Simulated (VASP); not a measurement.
Here is a VASP 6.6.1 calculation.

INCAR

```
SYSTEM = Ti
PREC = Accurate ; ENCUT = 520
EDIFF = 1E-7 ; ISMEAR = 1
SIGMA = 0.01 ; LREAL = .False.
LASPH = .True. ; NELM = 80
ALGO = Fast ; ISIF = 2
LWAVE = .False. ; LCHARG = .True.
GGA = PE ; LELF = .True.
LVHAR = .True. ; NBANDS = 19
```

Contents of KPOINTS:

```
Automatic mesh
0
Gamma
  9 9 5
  0 0 0
```

File POSCAR:

```
Ti
1.0
    2.9500000000      0.0000000000      0.0000000000
   -1.4750000000      2.5547749412      0.0000000000
    0.0000000000      0.0000000000      4.6800000000
Ti
2
Direct
    0.6666666667      0.3333333333      0.7500000000
    0.3333333333      0.6666666667      0.2500000000
```

Potentials or basis: VASP PAW PBE potentials, release 64 (Ti_sv).

Launch:

```console
$ cat potpaw_PBE.64/Ti_sv/POTCAR > POTCAR
$ mpirun -np 1 vasp_std > vasp.out
```

**Question.** Predict the pressure.

**Answer.** -1.9 GPa.

**Question.** What does it give for the band gap on the k mesh?

**Answer.** Zero (band 12 reaches 8.95 eV, above the bottom of band 13 at 7.90 eV).

Stress tensor (GPa, compression positive):
```
-1.53  0.00  0.00
 0.00 -1.53  0.00
 0.00  0.00 -2.48
```
